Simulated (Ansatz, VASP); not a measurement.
# One calculation of Pt, two programs

The input INCAR:

```
ALGO     = Fast           # electronic algorithm
EDIFF    = 1E-6           # SCF threshold, eV
ENCUT    = 520            # plane-wave cutoff, eV
GGA      = CA             # functional
ISIF     = 2              # what is computed and relaxed
ISMEAR   = 0              # smearing method
LASPH    = T              # aspherical terms in the spheres
LCHARG   = F              # write CHGCAR
LREAL    = F              # projectors in reciprocal space
LWAVE    = F              # write WAVECAR
NBANDS   = 11             # bands
NELM     = 80             # most SCF steps
PREC     = Accurate       # precision mode
SIGMA    = 0.15           # smearing width, eV
```

The input KPOINTS:

```
k-points
0
Gamma
  22 22 22
```

The input POSCAR:

```
Pt
1.0
    0.0000000000      2.0494410827      1.8971676103
    2.0494410827      0.0000000000      1.8971676103
    2.0494410827      2.0494410827      0.0000000000
Pt
1
Direct
    0.0000000000      0.0000000000      0.0000000000
```

Input for Ansatz:

```yaml
crystal:
  lattice:
    - [0.0, 2.0494410827, 1.8971676103]
    - [2.0494410827, 0.0, 1.8971676103]
    - [2.0494410827, 2.0494410827, 0.0]
  atoms:
    - { symbol: Pt, position: [0.0, 0.0, 0.0] }
basis:
  ecutwfc: 420
kpoints:
  mp_grid: { grid: [22, 22, 22] }
hamiltonian:
  xc: lda
  pseudopotentials: { kind: paw, azcp: { folder: soft_1 } }
scf:
  occupations: { method: gaussian, width: 0.15 }
output:
  forces: true
  stress: true
  eigenvalues: true
```

Alike in both runs: task single point; functional LDA; k mesh 22 × 22 × 22; occupations gaussian, width 0.15 eV; no spin polarisation.

|  | VASP | Ansatz |
| --- | --- | --- |
| version | VASP 6.6.1 | Ansatz 0.2.0 |
| potentials or method | VASP PAW LDA potentials, release 64 (Pt), cutoff 520 eV | scalar-relativistic, plane waves, PAW |
| valence electrons in the cell | 10 | 18 |

```tsv
	VASP	Ansatz	Ansatz less VASP
gap on the k mesh at the Fermi level (eV)	none	none	-
pressure (GPa)	-18.2	-18.7	-0.57
traceless stress, the component that is largest in VASP (GPa)	2.98	2.95	-0.025
```

Ansatz warns that its potentials were made for another functional, while VASP's fit it. LDA's correlation is that of Perdew and Zunger in VASP and of Perdew and Wang (1992) in Ansatz. A gap of «none» marks a metal or a gap that the smearing closes. VASP's potentials hold 10 valence electrons a cell and Ansatz's 18, so a difference there can come from the potentials and not from the codes.

Spin-orbit coupling is off throughout.
